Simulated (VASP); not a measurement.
# SrTiO3 (Pmm2) in VASP: further runs, part 2 of 2

VASP 6.6.1. The steps go on from the part before.

## Step 4: Single point, PBEsol (atoms displaced along a vibrational mode, the cell strained)

INCAR

```
SYSTEM = SrTiO3
PREC = Accurate ; ENCUT = 520
EDIFF = 1E-6 ; ISMEAR = 0
SIGMA = 0.05 ; LREAL = .False.
LASPH = .True. ; NELM = 100
ALGO = Normal ; ISIF = 2
LWAVE = .False. ; LCHARG = .True.
GGA = PS ; LELF = .True.
LVHAR = .True. ; NBANDS = 28
```

KPOINTS

```
Automatic mesh
0
Gamma
  8 8 8
  0 0 0
```

POSCAR

```
SrTiO3
1.0
    3.8396261655      0.0000000000      0.0000000000
    0.0000000000      3.8396261655      0.0000000000
    0.0000000000      0.0000000000      3.8913815400
Sr Ti O
1 1 3
Direct
    0.0048145112      0.0000000000      0.0000000000
    0.5118852015      0.5000000000      0.5000000000
   -0.0194219610      0.5000000000      0.5000000000
    0.4787479076      0.0000000000      0.5000000000
    0.4787479076      0.5000000000      0.0000000000
```

Potentials or basis: VASP PAW PBE potentials, release 64 (Sr_sv, Ti_sv, O).

Started as:

```
$ cat potpaw_PBE.64/Sr_sv/POTCAR potpaw_PBE.64/Ti_sv/POTCAR potpaw_PBE.64/O/POTCAR > POTCAR
$ mpirun -np 1 vasp_std > vasp.out
```

OUTCAR:

```text
SYSTEM = SrTiO3
   PREC = Accurate
   ENCUT = 520
   EDIFF = 1E-6
   ISMEAR = 0
   LREAL = .False.
   LASPH = .True.
   NELM = 100
   ISIF = 2
   GGA = PS

 ion  position               nearest neighbor table
   1  0.005  0.000  0.000-   5 2.65   5 2.65   4 2.66   4 2.66   3 2.73   3 2.73   3 2.73   3 2.73
                             5 2.79   5 2.79   4 2.80   4 2.80   2 3.32   2 3.32   2 3.32   2 3.32
   2  0.512  0.500  0.500-   3 1.80   4 1.92   4 1.92   5 1.95   5 1.95   3 2.04   1 3.32   1 3.32
                             1 3.32   1 3.32   1 3.36   1 3.36   1 3.36   1 3.36
   3  0.981  0.500  0.500-   2 1.80   2 2.04   1 2.73   1 2.73   1 2.73   1 2.73
   4  0.479  0.000  0.500-   2 1.92   2 1.92   1 2.66   1 2.66   1 2.80   1 2.80
   5  0.479  0.500  0.000-   2 1.95   2 1.95   1 2.65   1 2.65   1 2.79   1 2.79

  LATTYP: Found a simple tetragonal cell.
 ALAT       =     3.8396261655
 C/A-ratio  =     1.0134792744

  Lattice vectors:

 A1 = (   3.8396261655,   0.0000000000,   0.0000000000)
 A2 = (   0.0000000000,   3.8396261655,   0.0000000000)
 A3 = (   0.0000000000,   0.0000000000,   3.8913815400)

Analysis of symmetry for initial positions (statically):
=====================================================================
 Subroutine PRICEL returns:
 Original cell was already a primitive cell.

 Routine SETGRP: Setting up the symmetry group for a
 simple tetragonal supercell.

 Subroutine GETGRP returns: Found  4 space group operations
 (whereof  4 operations were pure point group operations)
 out of a pool of 16 trial point group operations.

The static configuration has the point symmetry C_2v.

Analysis of symmetry for dynamics (positions and initial velocities):
=====================================================================
 Subroutine PRICEL returns:
 Original cell was already a primitive cell.

 Routine SETGRP: Setting up the symmetry group for a
 simple tetragonal supercell.

 Subroutine GETGRP returns: Found  4 space group operations
 (whereof  4 operations were pure point group operations)
 out of a pool of 16 trial point group operations.

The dynamic configuration has the point symmetry C_2v.

 Subroutine INISYM returns: Found  4 space group operations
 (whereof  4 operations are pure point group operations),
 and found     1 'primitive' translations

----------------------------------------------------------------------------------------

                                     Primitive cell

  volume of cell :      57.3696

  direct lattice vectors                    reciprocal lattice vectors
     3.839626165  0.000000000  0.000000000     0.260442021  0.000000000  0.000000000
     0.000000000  3.839626165  0.000000000     0.000000000  0.260442021  0.000000000
     0.000000000  0.000000000  3.891381540     0.000000000  0.000000000  0.256978143

  length of vectors
     3.839626165  3.839626165  3.891381540     0.260442021  0.260442021  0.256978143

  position of ions in fractional coordinates (direct lattice)
     0.004814511  0.000000000  0.000000000
     0.511885202  0.500000000  0.500000000
     0.980578039  0.500000000  0.500000000
     0.478747908  0.000000000  0.500000000
     0.478747908  0.500000000  0.000000000

  ion indices of the primitive-cell ions
   primitive index   ion index
                 1           1
[... 25 lines left out ...]

 Subroutine IBZKPT returns following result:
 ===========================================

 Found    125 irreducible k-points:

 Following reciprocal coordinates:
            Coordinates               Weight
  0.000000  0.000000  0.000000      1.000000
  0.125000  0.000000  0.000000      2.000000
  0.000000  0.125000  0.000000      2.000000
  0.250000  0.000000  0.000000      2.000000
  0.000000  0.250000  0.000000      2.000000
  0.375000  0.000000  0.000000      2.000000
[... 16 lines left out ...]
  0.500000  0.375000  0.000000      2.000000
 -0.375000  0.500000  0.000000      2.000000
 [... further k-points ...]
   k-points           NKPTS =    125   k-points in BZ     NKDIM =    125   number of bands    NBANDS=     28
   number of dos      NEDOS =    301   number of ions     NIONS =      5
   total plane-waves  NPLWV =  27000
   dimension x,y,z NGX =    30 NGY =   30 NGZ =   30
   dimension x,y,z NGXF=    60 NGYF=   60 NGZF=   60
   ions per type =               1   1   3
   NGX,Y,Z   is equivalent  to a cutoff of  12.99, 12.99, 12.82 a.u.
   NGXF,Y,Z  is equivalent  to a cutoff of  25.98, 25.98, 25.63 a.u.
 SYSTEM =  SrTiO3
   PREC   = accura    normal or accurate (medium, high low for compatibility)
   ISTART =      0    job   : 0-new  1-cont  2-samecut
   ICHARG =      2    charge: 1-file 2-atom 10-const
   ISPIN  =      1    spin polarized calculation?
   LNONCOLLINEAR =      F non collinear calculations
   LSORBIT =      F    spin-orbit coupling
   LASPH  =      T    aspherical Exc in radial PAW
   ENCUT  =  520.0 eV  38.22 Ry    6.18 a.u.   7.14  7.14  7.24*2*pi/ulx,y,z
   NELM   =    100;   NELMIN=  2; NELMDL= -5     # of ELM steps
   EDIFF  = 0.1E-05   stopping-criterion for ELM
   LREAL  =      F    real-space projection
   EDIFFG = 0.1E-04   stopping-criterion for IOM
   NSW    =      0    number of steps for IOM
   IBRION =     -1    ionic relax: 0-MD 1-quasi-New 2-CG
   NFREE  =      0    steps in history (QN), initial steepest desc. (CG)
   ISIF   =      2    stress and relaxation
   ISYM   =      2    0-nonsym 1-usesym 2-fastsym
   POTIM  = 0.5000    time-step for ionic-motion
   TEBEG  =    0.0;   TEEND  =   0.0 temperature during run
   PSTRESS=    0.0 pullay stress
   NELECT =      40.0000    total number of electrons
   NUPDOWN=      -1.0000    fix difference up-down
   EMIN   =  10.00;   EMAX   =-10.00  energy-range for DOS
   EFERMI =   0.00;   METHOD = LEGACY
   ISMEAR =     0;   SIGMA  =   0.05  broadening in eV -4-tet -1-fermi 0-gaus
   EFERMI_NEDOS =   21; number of points for ismear=-14 and -15
   IALGO  =     38    algorithm
   IMIX   =      4    mixing-type and parameters
     AMIX     =   0.40;   BMIX     =  1.00
     AMIX_MAG =   1.60;   BMIX_MAG =  1.00
  volume/ion in A,a.u.               =      11.47        77.43
  Fermi-wavevector in a.u.,A,eV,Ry     =   1.451669  2.743257 28.672140  2.107343
  Thomas-Fermi vector in A             =   2.569140
   LORBIT       =      0    0 simple, 1 ext, 2 COOP (PROOUT), +10 PAW based schemes
   GGA     = PS    functional components
   LHFCALC =     F    Hartree Fock is set to
   AEXX    =    0.0000 exact exchange contribution
   IVDW    =     0    specifies the selected vdW correction
   LEPSILON=     F    determine dielectric tensor
   LRPA    =     F    only Hartree local field effects (RPA)
 non-spin polarized calculation
 Gauss-broadening in eV      SIGMA  =   0.05
  energy-cutoff  :      520.00
  volume of cell :       57.37
 maximum number of plane-waves:      1568
 NGX is ok and might be reduce to    30
   NGX = 15   NGY = 15   NGZ = 15

 number of electron      40.0000015 magnetization

 Free energy of the ion-electron system (eV)
  ---------------------------------------------------
  ext. energy  EPLUGINS =         0.00000000
  ---------------------------------------------------
  free energy    TOTEN  =       -41.94858175 eV

  energy without entropy =      -41.94858175  energy(sigma->0) =      -41.94858175

 E-fermi :   4.6107     XC(G=0): -11.7336

 val. band max:        4.3438551160   @ k =   0.5000   0.5000   0.5000
 cond. band min:       6.2640216317   @ k =   0.0000   0.0000   0.0000
 fundamental gap:      1.9201665157
 Fermi energy:         4.6107142260

 k-point     1 :       0.0000    0.0000    0.0000
  band No.  band energies     occupation
      1     -51.6160      2.00000
      2     -28.2014      2.00000
      3     -28.0710      2.00000
      4     -28.0069      2.00000
      5     -27.9917      2.00000
      6     -13.1718      2.00000
[... 733 lines left out ...]
     27      12.9937      0.00000
     28      13.8095      0.00000

 [... further k-points ...]
[... 5 lines left out ...]
  --------------------------------------------------------------------------------------
  -------------------------------------------------------------------------------------
  Total        3.8591659      2.5700017      1.2865300      0.0000000      0.0000000      0.0000000
  in kB      107.7760661     71.7731967     35.9293047      0.0000000      0.0000000      0.0000000
  external PRESSURE =      71.8261892 kB  Pullay stress =       0.0000000 kB

 VOLUME and BASIS-vectors are now :
 -----------------------------------------------------------------------------
  energy-cutoff  :      520.00
  volume of cell :       57.37
      direct lattice vectors                 reciprocal lattice vectors
     3.839626165  0.000000000  0.000000000     0.260442021  0.000000000  0.000000000
     0.000000000  3.839626165  0.000000000     0.000000000  0.260442021  0.000000000
     0.000000000  0.000000000  3.891381540     0.000000000  0.000000000  0.256978143

 POSITION                                       TOTAL-FORCE (eV/Angst)
 -----------------------------------------------------------------------------------
      0.01849      0.00000      0.00000        -0.009678      0.000000      0.000000
      1.96545      1.91981      1.94569        -0.667099      0.000000      0.000000
      3.76505      1.91981      1.94569         0.648361      0.000000      0.000000
      1.83821      0.00000      1.94569        -0.018700      0.000000      0.000000
      1.83821      1.91981      0.00000         0.047115      0.000000      0.000000
 -----------------------------------------------------------------------------------
    total drift:                                0.001294      0.000000     -0.000004

  FREE ENERGIE OF THE ION-ELECTRON SYSTEM (eV)
  ---------------------------------------------------
  free  energy   TOTEN  =       -41.9485817525 eV

  energy  without entropy=      -41.9485817525  energy(sigma->0) =      -41.94858175
```

stdout:

```text
POSCAR found type information on POSCAR SrTiO
 POSCAR found :  3 types and       5 ions
 scaLAPACK will be used
 -----------------------------------------------------------------------------
|                                                                             |
|                                                                             |
|     You enforced a specific xc type in the INCAR file but a different       |
|     I HOPE YOU KNOW WHAT YOU ARE DOING!                                     |
|                                                                             |
 -----------------------------------------------------------------------------

 LDA part: xc-table for (Slater+PW92), standard interpolation
 POSCAR, INCAR and KPOINTS ok, starting setup
 FFT: planning ... GRIDC
 FFT: planning ... GRID_SOFT
 FFT: planning ... GRID
 WAVECAR not read
 entering main loop
```

It took 5.5 min on 1 thread of Intel Xeon 8259CL, shared host; peak memory 0.29 GiB.

Results:

```
Free energy            : -41.9486 eV
Pressure               : 7.2 GPa
Largest force          : 0.667 eV/Å
Band gap on the k mesh : 1.92 eV (least direct gap 2.42 eV)
```

Forces on the atoms (eV/Å):
```
Sr  -0.010  0.000  0.000
Ti  -0.667  0.000  0.000
O    0.648  0.000  0.000
O   -0.019  0.000  0.000
O    0.047  0.000  0.000
```

Levels at points of the mesh, in eV from the valence-band top:
| k point | band 17 | band 18 | band 19 | band 20 | band 21 | band 22 | band 23 | band 24 |
| --- | --- | --- | --- | --- | --- | --- | --- | --- |
| (0.00, 0.00, 0.00) | -1.27 | -0.51 | -0.50 | -0.50 | 1.92 | 2.25 | 2.30 | 4.68 |
| (0.50, 0.00, 0.00) | -2.52 | -2.19 | -0.71 | -0.71 | 2.13 | 4.19 | 4.20 | 4.70 |
| (0.00, 0.50, 0.00) | -2.36 | -2.20 | -1.03 | -0.86 | 2.43 | 4.03 | 4.09 | 4.80 |
| (0.50, 0.50, 0.00) | -1.70 | -1.56 | -1.55 | -0.14 | 4.06 | 4.20 | 4.55 | 5.64 |
| (0.00, 0.00, 0.50) | -2.29 | -2.18 | -1.02 | -0.84 | 2.45 | 3.90 | 3.96 | 4.90 |
| (0.50, 0.00, 0.50) | -1.67 | -1.64 | -1.63 | -0.19 | 3.93 | 4.21 | 4.48 | 5.79 |
| (0.00, 0.50, 0.50) | -1.76 | -1.76 | -1.69 | -0.11 | 3.97 | 4.10 | 4.46 | 5.66 |
| (0.50, 0.50, 0.50) | -3.80 | -0.09 | -0.05 | 0.00 | 4.70 | 4.74 | 4.80 | 6.85 |

Caveat: the cell differs from its parent crystal (atoms displaced along a vibrational mode, the cell strained); the stress differs along the axes, from 4 to 11 GPa; the PAW data sets were made with another functional, which shifts forces and pressure a little. A k mesh can miss the band edges.

## Step 5: Single point, PBEsol (atoms displaced along a vibrational mode, the cell strained)

INCAR

```
ALGO     = Normal         # electronic algorithm
EDIFF    = 1E-7           # SCF threshold, eV
ENCUT    = 520            # plane-wave cutoff, eV
GGA      = PS             # functional
ISIF     = 2              # what is computed and relaxed
ISMEAR   = 0              # smearing method
LASPH    = T              # aspherical terms in the spheres
LCHARG   = F              # write CHGCAR
LREAL    = F              # projectors in reciprocal space
LWAVE    = F              # write WAVECAR
NBANDS   = 28             # bands
NELM     = 100            # most SCF steps
PREC     = Accurate       # precision mode
SIGMA    = 0.05           # smearing width, eV
```

KPOINTS

```
k-points
0
Gamma
  8 8 8
```

POSCAR, as its differences from that of step 4:

```diff
@@ -2,4 +2,4 @@
 1.0
-    3.8396261655      0.0000000000      0.0000000000
-    0.0000000000      3.8396261655      0.0000000000
+    3.9952814271      0.0000000000      0.0000000000
+    0.0000000000      3.9952814271      0.0000000000
     0.0000000000      0.0000000000      3.8913815400
```

Started as:

```
$ cat potpaw_PBE.64/Sr_sv/POTCAR potpaw_PBE.64/Ti_sv/POTCAR potpaw_PBE.64/O/POTCAR > POTCAR
$ mpirun -np 1 vasp_std > vasp.out
```

Wall time 5 min (1 thread of Intel Xeon 8259CL, shared host); peak memory 0.33 GiB.

It converged, with:

- Free energy: -41.9393 eV
- Pressure: -7.1 GPa
- Largest force: 0.217 eV/Å
- Band gap on the k mesh: 1.77 eV (least direct gap 2.32 eV)

Forces in eV/Å, atoms in the order of the input:
```
Sr   0.098  0.000  0.000
Ti   0.018  0.000  0.000
O   -0.217  0.000  0.000
O    0.096  0.000  0.000
O    0.005  0.000  0.000
```

Stress tensor (GPa, compression positive):
```
-7.33  0.00  0.00
 0.00 -9.65  0.00
 0.00  0.00 -4.44
```

Levels at points of the mesh, in eV from the valence-band top:
```
           k point  band 17  band 18  band 19  band 20  band 21  band 22  band 23  band 24
(0.00, 0.00, 0.00)    -1.21    -0.59    -0.55    -0.55     1.77     2.02     2.09     4.10
(0.50, 0.00, 0.00)    -2.29    -1.96    -0.74    -0.72     1.92     3.61     3.63     4.16
(0.00, 0.50, 0.00)    -2.16    -1.97    -1.06    -0.89     2.22     3.48     3.52     4.27
(0.50, 0.50, 0.00)    -1.74    -1.66    -1.65    -0.23     3.50     3.64     3.93     5.19
(0.00, 0.00, 0.50)    -2.30    -1.99    -1.05    -0.92     2.17     3.70     3.75     4.12
(0.50, 0.00, 0.50)    -1.76    -1.52    -1.51    -0.16     3.62     3.73     4.07     4.92
(0.00, 0.50, 0.50)    -1.81    -1.64    -1.64    -0.09     3.53     3.76     4.07     4.81
(0.50, 0.50, 0.50)    -3.59    -0.14    -0.09     0.00     4.13     4.24     4.26     6.53
```

Caveat: the cell differs from its parent crystal (atoms displaced along a vibrational mode, the cell strained); the stress differs along the axes, from -10 to -4 GPa; the PAW data sets were made with another functional, which shifts forces and pressure a little. A k mesh can miss the band edges.

## Step 6: Summary

```csv
cell,gap on the mesh (eV),pressure (GPa),largest force (eV/Å)
"a = 3.787, b = 3.787, c = 3.891 Å, 5 atoms, atomic positions A",1.98,13.6,1.01
"a = 3.840, b = 3.840, c = 3.891 Å, 5 atoms, atomic positions B",1.87,6.3,0.20
"a = 3.840, b = 3.840, c = 3.891 Å, 5 atoms, atomic positions A",1.92,7.2,0.67
"a = 3.995, b = 3.995, c = 3.891 Å, 5 atoms, atomic positions A",1.77,-7.1,0.22
```

Alike in all rows: task single point; level PBEsol; potentials or basis VASP PAW PBE potentials, release 64 (Sr_sv, Ti_sv, O); no spin polarisation; k mesh 8 × 8 × 8; cutoff (eV) 520; smearing gaussian 0.05 eV.

Caveats: the PAW data sets were made with another functional, which shifts forces and pressure a little; the stress differs along the axes, from 7 to 19 GPa (at least some runs); the cell stands under pressure (at least some runs); the stress differs along the axes, from 4 to 11 GPa (at least some runs); the stress differs along the axes, from -10 to -4 GPa (at least some runs).

Absolute energies hang on the potentials; compare differences alone.
